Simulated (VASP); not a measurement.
# AlN (F-43m) in VASP: a series of runs

AlN is run at these levels: LDA; tasks: vibrations by perturbation theory.

All numbers are computed with VASP 6.6.1; they aren't measurements. Logs are shortened: lines on timing, memory, paths and dates and some standing lists are left out, and cuts for length are marked.

## Step 1: The cell of the first run

It takes space group F-43m (No. 216, cubic). The conventional cell has a = 4.320 Å, b = 4.320 Å, c = 4.320 Å, α = 90.00°, β = 90.00°, γ = 90.00°. Al (site symmetry -43m) has 4 N at 1.87 Å within 2.5 Å. N (site symmetry -43m) has 4 Al at 1.87 Å within 2.5 Å.

## Step 2: Vibrations by perturbation theory, LDA (10.08 Å³/atom)

INCAR

```
PREC     = Accurate       # precision mode
ENCUT    = 520            # plane-wave cutoff, eV
EDIFF    = 1E-8           # SCF threshold, eV
ISMEAR   = 0              # smearing method
SIGMA    = 0.01           # smearing width, eV
LREAL    = F              # projectors in reciprocal space
LASPH    = T              # aspherical terms in the spheres
NELM     = 80             # most SCF steps
ALGO     = Normal         # electronic algorithm
ISIF     = 2              # what is computed and relaxed
LWAVE    = F              # write WAVECAR
LCHARG   = F              # write CHGCAR
GGA      = CA             # functional
IBRION   = 8              # ionic algorithm
NSW      = 1              # ionic steps
```

KPOINTS

```
Automatic mesh
0
Gamma
  8 8 8
```

POSCAR

```
AlN
1.0
    0.0000000000      2.1602326425      2.1602326425
    2.1602326425      0.0000000000      2.1602326425
    2.1602326425      2.1602326425      0.0000000000
Al N
1 1
Direct
    0.0000000000      0.0000000000      0.0000000000
    0.2500000000      0.2500000000      0.2500000000
```

Potentials or basis: VASP PAW LDA potentials, release 64 (Al, N).

Started as:

```sh
> cat potpaw_LDA.64/Al/POTCAR potpaw_LDA.64/N/POTCAR > POTCAR
> mpirun -np 1 vasp_std > vasp.out
```

OUTCAR:

```text
PREC = Accurate
   ENCUT = 520
   EDIFF = 1E-8
   ISMEAR = 0
   LREAL = F
   LASPH = T
   NELM = 80
   ISIF = 2
   GGA = CA
   IBRION = 8
   NSW = 1

 ion  position               nearest neighbor table
   1  0.000  0.000  0.000-   2 1.87   2 1.87   2 1.87   2 1.87
   2  0.250  0.250  0.250-   1 1.87   1 1.87   1 1.87   1 1.87

  LATTYP: Found a face centered cubic cell.
 ALAT       =     4.3204652850

  Lattice vectors:

 A1 = (   0.0000000000,   2.1602326425,   2.1602326425)
 A2 = (   2.1602326425,   0.0000000000,   2.1602326425)
 A3 = (   2.1602326425,   2.1602326425,   0.0000000000)

Analysis of symmetry for initial positions (statically):
=====================================================================
 Subroutine PRICEL returns:
 Original cell was already a primitive cell.

 Routine SETGRP: Setting up the symmetry group for a
 face centered cubic supercell.

 Subroutine GETGRP returns: Found 24 space group operations
 (whereof 24 operations were pure point group operations)
 out of a pool of 48 trial point group operations.

The static configuration has the point symmetry T_d .

Analysis of symmetry for dynamics (positions and initial velocities):
=====================================================================
 Subroutine PRICEL returns:
 Original cell was already a primitive cell.

 Routine SETGRP: Setting up the symmetry group for a
 face centered cubic supercell.

 Subroutine GETGRP returns: Found 24 space group operations
 (whereof 24 operations were pure point group operations)
 out of a pool of 48 trial point group operations.

The dynamic configuration has the point symmetry T_d .

 Subroutine INISYM returns: Found 24 space group operations
 (whereof 24 operations are pure point group operations),
 and found     1 'primitive' translations

----------------------------------------------------------------------------------------

                                     Primitive cell

[... 422 lines left out ...]

 VOLUME and BASIS-vectors are now :
 -----------------------------------------------------------------------------
  energy-cutoff  :      520.00
  volume of cell :       20.16
      direct lattice vectors                 reciprocal lattice vectors
     0.000000000  2.160232643  2.160232643    -0.231456552  0.231456552  0.231456552
     2.160232643  0.000000000  2.160232643     0.231456552 -0.231456552  0.231456552
     2.160232643  2.160232643  0.000000000     0.231456552  0.231456552 -0.231456552

 POSITION                                       TOTAL-FORCE (eV/Angst)
 -----------------------------------------------------------------------------------
      0.00000      0.00000      0.00000         0.000000      0.000000      0.000000
      1.08012      1.08012      1.08012        -0.000000     -0.000000     -0.000000
 -----------------------------------------------------------------------------------
    total drift:                               -0.000000     -0.000000     -0.000000

  FREE ENERGIE OF THE ION-ELECTRON SYSTEM (eV)
  ---------------------------------------------------
  free  energy   TOTEN  =       -16.3707600222 eV

  energy  without entropy=      -16.3707600222  energy(sigma->0) =      -16.37076002

[... ionic steps 2 to 3 ...]

--------------------------------------- Ionic step        4  -------------------------------------------

------------------------ aborting loop because EDIFF is reached ----------------------------------------

[... ionic steps 5 to 6 ...]

--------------------------------------- Ionic step        7  -------------------------------------------

 Free energy of the ion-electron system (eV)
  ---------------------------------------------------
  ---------------------------------------------------
  free energy    TOTEN  =        -0.23520032 eV

  energy without entropy =       -0.23520032

------------------------ aborting loop because EDIFF is reached ----------------------------------------

 INTERNAL STRAIN TENSOR  FOR ION    2  DIRECTION 1   (eV/Angst):
 -----------------------------------------------------------------------------
    -0.01143  0.00000  0.00000
     0.00000  0.00622-10.52458
     0.00000-10.52458  0.00622

 INTERNAL STRAIN TENSOR FOR ION    2 for displacements in x,y,z  (eV/Angst):
          X           Y           Z          XY          YZ          ZX
  --------------------------------------------------------------------------------
  x     0.00000     0.00000     0.00000     0.00000   -10.52458     0.00000
  y     0.00000     0.00000     0.00000     0.00000     0.00000   -10.52458
  z     0.00000     0.00000     0.00000   -10.52458     0.00000     0.00000

 SECOND DERIVATIVES (NOT SYMMETRIZED)
 ------------------------------------
               1X          1Y          1Z          2X          2Y          2Z
  1X   -15.915415    0.000000    0.000000   15.915415    0.000000    0.000000
  1Y     0.000000  -15.915415    0.000000    0.000000   15.915415    0.000000
  1Z     0.000000    0.000000  -15.915415    0.000000    0.000000   15.915415
  2X    15.912244    0.000000    0.000000  -15.912244   -0.000000   -0.000000
  2Y     0.000000   15.912244    0.000000   -0.000000  -15.912244   -0.000000
  2Z     0.000000    0.000000   15.912244   -0.000000   -0.000000  -15.912244

 Eigenvectors and eigenvalues of the dynamical matrix
 ----------------------------------------------------

   1 f  =   20.540890 THz   129.062215 2PiTHz  685.170322 cm-1    84.950255 meV
             X         Y         Z           dx          dy          dz
      0.000000  0.000000  0.000000     0.000000    0.584536    0.000000
      1.080116  1.080116  1.080116    -0.000000   -0.811368    0.000000
[... 21 lines left out ...]
   6 f/i=    0.000971 THz     0.006098 2PiTHz    0.032373 cm-1     0.004014 meV
             X         Y         Z           dx          dy          dz
      0.000000  0.000000  0.000000     0.300413    0.749020    0.083899
      1.080116  1.080116  1.080116     0.216427    0.539619    0.060444

--------------------------------------------------------------------------------------------------------

 ELASTIC MODULI CONTR FROM IONIC RELAXATION (kBar)
 Direction    XX          YY          ZZ          XY          YZ          ZX
 --------------------------------------------------------------------------------
 XX          -0.0000     -0.0000     -0.0000     -0.0000      0.0000      0.0000
 YY          -0.0000     -0.0000     -0.0000     -0.0000     -0.0000      0.0000
 ZZ          -0.0000     -0.0000     -0.0000      0.0000     -0.0000      0.0000
 XY          -0.0000     -0.0000      0.0000   -520.6406     -0.0000     -0.0000
 YZ           0.0000     -0.0000     -0.0000     -0.0000   -520.6406     -0.0000
 ZX           0.0000      0.0000      0.0000     -0.0000     -0.0000   -520.6406
 --------------------------------------------------------------------------------
```

OSZICAR:

```text
N       E                     dE             d eps       ncg     rms          rms(c)
DAV:   1     0.831716366855E+01    0.83172E+01   -0.42542E+03   496   0.848E+02
DAV:   2    -0.185704610143E+02   -0.26888E+02   -0.26347E+02   608   0.128E+02
DAV:   3    -0.189711441660E+02   -0.40068E+00   -0.40068E+00   520   0.203E+01
DAV:   4    -0.189722131925E+02   -0.10690E-02   -0.10690E-02   688   0.110E+00
[... 35 lines left out ...]
RMM:   6    -0.235201085416E+00   -0.30063E-04   -0.30070E-07  2555   0.477E-03    0.887E-04
RMM:   7    -0.235200991934E+00    0.93482E-07    0.14734E-08  2606   0.932E-04    0.473E-05
RMM:   8    -0.235200295521E+00    0.69641E-06   -0.93206E-10  2657   0.114E-04    0.300E-05
RMM:   9    -0.235200281392E+00    0.14128E-07   -0.13317E-09  2713   0.293E-05    0.269E-06
RMM:  10    -0.235200321183E+00   -0.39791E-07    0.56485E-10  2644   0.452E-06    0.105E-06
RMM:  11    -0.235200316427E+00    0.47567E-08    0.41826E-10  1895   0.150E-06    0.907E-08
 Linear response finished
```

stdout:

```text
POSCAR found type information on POSCAR AlN
 POSCAR found :  2 types and       2 ions
 scaLAPACK will be used
 LDA part: xc-table for (Slater(with rela. corr.)+CA(PZ))
 , standard interpolation
 POSCAR, INCAR and KPOINTS ok, starting setup
 FFT: planning ... GRIDC
 FFT: planning ... GRID_SOFT
 FFT: planning ... GRID
 WAVECAR not read
 entering main loop
 Linear response reoptimize wavefunctions to high precision
 Linear response DOF=           2
 Linear response progress:
 first order change of Fermi-energy  -0.38224E-01
 force on displaced ion       1 direction 1 : -15.915   0.000   0.000
 Linear response progress:
 first order change of Fermi-energy   0.38600E-01
 force on displaced ion       2 direction 1 : -15.912  -0.000  -0.000
 Linear response finished
```

Wall time 29 s (1 thread of Intel Xeon 8259CL, shared host); peak memory 0.16 GiB.

Results:

```
Highest phonon frequency at Γ, LO-TO splitting left out : 685 cm⁻¹
```

Phonon frequencies in cm⁻¹ (negative: imaginary):
```csv
q point,frequencies
"(0.000, 0.000, 0.000)",0 0 0 685 685 685
```

Caveat: the cell stands under pressure or tension, which shifts response properties.

## Step 3: Vibrations by perturbation theory, LDA

This run uses another cell than the first one, of 10.23 Å³/atom.

INCAR

```
SYSTEM = AlN
  ALGO = Normal
  EDIFF = 1E-8
  ENCUT = 520
  IBRION = 8
  ISIF = 2
  ISMEAR = 0
  LASPH = .TRUE.
  LCHARG = .FALSE.
  LREAL = .FALSE.
  LWAVE = .FALSE.
  NELM = 60
  NSW = 1
  PREC = Accurate
  SIGMA = 0.01
```

KPOINTS

```
k-points
0
G
  8 8 8
  0 0 0
```

POSCAR

```
AlN
1.0
    0.0000000000      2.1711430934      2.1711430934
    2.1711430934      0.0000000000      2.1711430934
    2.1711430934      2.1711430934      0.0000000000
Al N
1 1
Direct
    0.0000000000      0.0000000000      0.0000000000
    0.2500000000      0.2500000000      0.2500000000
```

Potentials or basis: VASP PAW LDA potentials, release 64 (Al, N).

Started as:

```sh
> cat potpaw_LDA.64/Al/POTCAR potpaw_LDA.64/N/POTCAR > POTCAR
> mpirun -np 1 vasp_std > vasp.out
```

OUTCAR:

```text
SYSTEM = AlN
   EDIFF = 1E-8
   ENCUT = 520
   IBRION = 8
   ISIF = 2
   ISMEAR = 0
   LASPH = .TRUE.
   LREAL = .FALSE.
   NELM = 60
   NSW = 1
   PREC = Accurate

 ion  position               nearest neighbor table
   1  0.000  0.000  0.000-   2 1.88   2 1.88   2 1.88   2 1.88
   2  0.250  0.250  0.250-   1 1.88   1 1.88   1 1.88   1 1.88

  LATTYP: Found a face centered cubic cell.
 ALAT       =     4.3422861868

  Lattice vectors:

[... 518 lines left out ...]
 ------------------------------------
               1X          1Y          1Z          2X          2Y          2Z
  1X   -15.238912    0.000000    0.000000   15.238912    0.000000    0.000000
  1Y     0.000000  -15.238912    0.000000    0.000000   15.238912    0.000000
  1Z     0.000000    0.000000  -15.238912    0.000000    0.000000   15.238912
  2X    15.241338    0.000000    0.000000  -15.241338    0.000000    0.000000
  2Y     0.000000   15.241338    0.000000    0.000000  -15.241338    0.000000
  2Z     0.000000    0.000000   15.241338    0.000000    0.000000  -15.241338

 Eigenvectors and eigenvalues of the dynamical matrix
 ----------------------------------------------------

   1 f  =   20.101964 THz   126.304364 2PiTHz  670.529337 cm-1    83.135005 meV
             X         Y         Z           dx          dy          dz
      0.000000  0.000000  0.000000     0.000000    0.584467    0.000000
      1.085572  1.085572  1.085572     0.000000   -0.811417    0.000000
[... 21 lines left out ...]
   6 f/i=    0.000759 THz     0.004767 2PiTHz    0.025306 cm-1     0.003137 meV
             X         Y         Z           dx          dy          dz
      0.000000  0.000000  0.000000     0.000000    0.000000    0.811417
      1.085572  1.085572  1.085572     0.000000    0.000000    0.584467

--------------------------------------------------------------------------------------------------------

 ELASTIC MODULI CONTR FROM IONIC RELAXATION (kBar)
 Direction    XX          YY          ZZ          XY          YZ          ZX
 --------------------------------------------------------------------------------
 XX          -0.0000     -0.0000     -0.0000     -0.0000     -0.0000      0.0000
 YY          -0.0000     -0.0000     -0.0000     -0.0000     -0.0000      0.0000
 ZZ          -0.0000     -0.0000     -0.0000     -0.0000     -0.0000      0.0000
 XY          -0.0000     -0.0000     -0.0000   -449.4176     -0.0000     -0.0000
 YZ          -0.0000     -0.0000     -0.0000     -0.0000   -449.4176     -0.0000
 ZX           0.0000      0.0000      0.0000     -0.0000     -0.0000   -449.4176
 --------------------------------------------------------------------------------
```

stdout:

```text
POSCAR found type information on POSCAR AlN
 POSCAR found :  2 types and       2 ions
 scaLAPACK will be used
 LDA part: xc-table for (Slater(with rela. corr.)+CA(PZ))
 , standard interpolation
 POSCAR, INCAR and KPOINTS ok, starting setup
 FFT: planning ... GRIDC
 FFT: planning ... GRID_SOFT
 FFT: planning ... GRID
 WAVECAR not read
 entering main loop
 Linear response reoptimize wavefunctions to high precision
 Linear response DOF=           2
 Linear response progress:
 first order change of Fermi-energy   0.14216E-01
 force on displaced ion       1 direction 1 : -15.239  -0.000  -0.000
 Linear response progress:
 first order change of Fermi-energy  -0.13840E-01
 force on displaced ion       2 direction 1 : -15.241  -0.000  -0.000
 Linear response finished
```

Wall time 34 s (1 thread of Intel Xeon 8259CL, shared host); peak memory 0.16 GiB.

Results:

```
Highest phonon frequency at Γ, LO-TO splitting left out : 671 cm⁻¹
```

Phonon frequencies in cm⁻¹ (negative: imaginary):
```tsv
q point	frequencies
(0.000, 0.000, 0.000)	0 0 0 671 671 671
```

[end of part 1 of 2]
